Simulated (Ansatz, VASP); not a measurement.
ZnO: VASP beside Ansatz

INCAR

```
PREC = Accurate
ENCUT = 520
EDIFF = 1E-6
ISMEAR = 0
SIGMA = 0.05
LREAL = F
LASPH = T
NELM = 100
ALGO = Normal
ISIF = 2
LWAVE = F
LCHARG = F
NBANDS = 26
```

The input KPOINTS:

```
regular mesh
0
Gamma
  12 12 6
```

Contents of POSCAR:

```
ZnO
1.0
    3.1457972038      0.0000000000      0.0000000000
   -1.5728986019      2.7243402936      0.0000000000
    0.0000000000      0.0000000000      5.2896579982
Zn O
2 2
Direct
    0.3333333333      0.6666666667      0.0018514197
    0.6666666667      0.3333333333      0.5018514197
    0.3333333333      0.6666666667      0.3350338920
    0.6666666667      0.3333333333      0.8350338920
```

Input for Ansatz:

```yaml
crystal:
  lattice:
    - [3.1457972038, 0.0, 0.0]
    - [-1.5728986019, 2.7243402936, 0.0]
    - [0.0, 0.0, 5.2896579982]
  atoms:
    - { symbol: Zn, position: [0.3333333333, 0.6666666667, 0.0018514197] }
    - { symbol: Zn, position: [0.6666666667, 0.3333333333, 0.5018514197] }
    - { symbol: O, position: [0.3333333333, 0.6666666667, 0.335033892] }
    - { symbol: O, position: [0.6666666667, 0.3333333333, 0.835033892] }
basis:
  ecutwfc: 520.0
kpoints:
  mp_grid: { grid: [12, 12, 6] }
hamiltonian:
  xc: lda
  pseudopotentials: { kind: paw, azcp: { folder: soft_1 } }
scf:
  occupations: { method: gaussian, width: 0.05 }
output:
  forces: true
  stress: true
  eigenvalues: true
  write_density: true
  write_potential: true
  elf: true
  volumetric_format: npy
```

Alike in both runs: task single point; functional LDA; k mesh 12 × 12 × 6; occupations gaussian, width 0.05 eV; no spin polarisation.

|  | VASP | Ansatz |
| --- | --- | --- |
| version | VASP 6.6.1 | Ansatz 0.2.0 |
| potentials or method | VASP PAW LDA potentials, release 64 (Zn, O), cutoff 520 eV | scalar-relativistic, plane waves, PAW |
| valence electrons in the cell | 36 | 36 |

```csv
,VASP,Ansatz,Ansatz less VASP
gap on the k mesh at the Fermi level (eV),0.96,0.95,-0.010
least direct gap on the mesh (eV),0.96,0.95,-0.010
pressure (GPa),4.3,3.0,-1.29
"traceless stress, the component that is largest in VASP (GPa)",17.96,16.66,-1.303
rms of the force components (eV/Å),1.546,1.472,-0.0746
```

Ansatz warns that its potentials were made for another functional, while VASP's fit it. LDA's correlation is that of Perdew and Zunger in VASP and of Perdew and Wang (1992) in Ansatz. Atom by atom the forces differ by 0.075 eV/Å (rms over components).
